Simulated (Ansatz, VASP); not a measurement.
## Two plane-wave programs on MgO

File INCAR:

```
SYSTEM = MgO
  ALGO = Normal
  EDIFF = 1E-7
  ENCUT = 520
  GGA = CA
  ISIF = 2
  ISMEAR = 0
  LASPH = .True.
  LCHARG = .False.
  LREAL = .False.
  LWAVE = .False.
  NBANDS = 11
  NELM = 60
  PREC = Accurate
  SIGMA = 0.05
```

KPOINTS

```
k-points
0
Gamma
  9 9 8
  0 0 0
```

The input POSCAR:

```
MgO
1.0
    2.9380209034      0.0000000000      0.0000000000
   -1.4690104517      2.4299027059      0.0000000000
    0.0000000000      0.0000000000      2.6796800000
Mg O
1 1
Direct
    0.0000000000      0.0000000000      0.0000000000
    0.3333333333      0.6666666667      0.5000000000
```

Input for Ansatz:

```yaml
crystal:
  lattice:
    - [2.9380209034, 0.0, 0.0]
    - [-1.4690104517, 2.4299027059, 0.0]
    - [0.0, 0.0, 2.67968]
  atoms:
    - { symbol: Mg, position: [0.0, 0.0, 0.0] }
    - { symbol: O, position: [0.3333333333, 0.6666666667, 0.5] }
basis:
  ecutwfc: 420
kpoints:
  mp_grid: { grid: [9, 9, 8] }
hamiltonian:
  xc: lda
scf:
  occupations: { method: gaussian, width: 0.05 }
output:
  forces: true
  stress: true
  eigenvalues: true
```

Change from the starting cell: strain -0.0450 x Voigt [0, 1, 0, 0, 0, 0], atoms carried along.

Alike in both runs: task single point; functional LDA; k mesh 9 × 9 × 8; occupations gaussian, width 0.05 eV; no spin polarisation.

|  | VASP | Ansatz |
| --- | --- | --- |
| version | VASP 6.6.1 | Ansatz 0.2.0 |
| potentials or method | VASP PAW LDA potentials, release 64 (Mg, O), cutoff 520 eV | scalar-relativistic, plane waves, PAW |
| valence electrons in the cell | 8 | 16 |

Ansatz gave:

| Property | Result |
| --- | --- |
| gap on the k mesh at the Fermi level (eV) | 3.15 |
| least direct gap on the mesh (eV) | 3.61 |
| pressure (GPa) | -3.6 |
| traceless stress, the component that is largest in VASP (GPa) | 9.68 |
| rms of the force components (eV/Å) | 0.016 |

**Question.** Estimate VASP's values.

**Answer.** gap on the k mesh at the Fermi level (eV): 3.14; least direct gap on the mesh (eV): 3.61; pressure (GPa): -5.3; traceless stress, the component that is largest in VASP (GPa): 9.86; rms of the force components (eV/Å): 0.015.

LDA's correlation is that of Perdew and Zunger in VASP and of Perdew and Wang (1992) in Ansatz. Atom by atom the forces differ by 0.001 eV/Å (rms over components). VASP's potentials hold 8 valence electrons a cell and Ansatz's 16, so a difference there can come from the potentials and not from the codes.
